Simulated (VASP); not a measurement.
Wanted: the native input for a VASP 6.6.1 run.

- Task: single point
- Functional: PBE
- Dispersion: D3(BJ)
- Potentials or basis: VASP PAW PBE potentials, release 64 (Na_pv, Cl)
- Cutoff: 500 eV
- k mesh: 6 × 6 × 6
- Occupations: gaussian, width 0.1 eV
- Spin: no spin polarisation
- Dipole correction: no
- Further INCAR settings: ALGO = Normal; EDIFF = 1e-06; NBANDS = 14

The structure of NaCl (d3) lies in POSCAR:

```
NaCl
1.0
    0.0000000000      2.8434500000      2.8434500000
    2.8434500000      0.0000000000      2.8434500000
    2.8434500000      2.8434500000      0.0000000000
Na Cl
1 1
Direct
    0.0000000000      0.0000000000      0.0000000000
    0.5000000000      0.5000000000      0.5000000000
```

One way to write it, as run:

INCAR

```
  ALGO = Normal
  EDIFF = 1E-6
  ENCUT = 500
  GGA = PE
  GGA_COMPAT = F
  ISIF = 2
  ISMEAR = 0
  IVDW = 12
  LASPH = T
  LCHARG = T
  LELF = T
  LREAL = F
  LVHAR = T
  LWAVE = F
  NBANDS = 14
  NELM = 120
  PREC = Accurate
  SIGMA = 0.1
```

KPOINTS

```
k-points
0
Gamma
  6 6 6
```

Potentials or basis: VASP PAW PBE potentials, release 64 (Na_pv, Cl).

Launch:

```bash
$ cat potpaw_PBE.64/Na_pv/POTCAR potpaw_PBE.64/Cl/POTCAR > POTCAR
$ mpirun -np 1 vasp_std > vasp.out
```

Results of the run:

```
Pressure                   : -1.5 GPa
Band gap on the k mesh     : 5.01 eV, direct
Dispersion energy per atom : -0.209 eV
```

It took 10 s on 1 thread of Intel(R) Xeon(R) Platinum 8488C (Sapphire Rapids), on a shared host, peak memory 0.16 GiB.
